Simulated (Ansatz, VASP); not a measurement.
Two plane-wave programs on ZrC

```
Zr C
1.0
     0.00000    2.39400    2.39400
     2.39400    0.00000    2.39400
     2.39400    2.39400    0.00000
Zr C
1 1
Direct
  0.50000 0.50000 0.50000
  0.00000 0.00000 0.00000
```

Alike in both runs: task single point; functional revPBE; k mesh 8 × 8 × 8; occupations gaussian, width 0.05 eV; no spin polarisation.

|  | VASP | Ansatz |
| --- | --- | --- |
| version | VASP 6.6.1 | Ansatz 0.2.0 |
| potentials or method | VASP PAW PBE potentials, release 64 (Zr_sv, C), cutoff 600 eV | scalar-relativistic, plane waves, PAW |
| valence electrons in the cell | 16 | 16 |

VASP gave:

| Property | Result |
| --- | --- |
| gap on the k mesh at the Fermi level (eV) | none |
| pressure (GPa) | -7.7 |

Q: Which values does Ansatz return?

A: gap on the k mesh at the Fermi level (eV): none; pressure (GPa): -7.8.

VASP's potentials were made for PBE, not for revPBE. A gap of «none» marks a metal or a gap that the smearing closes.
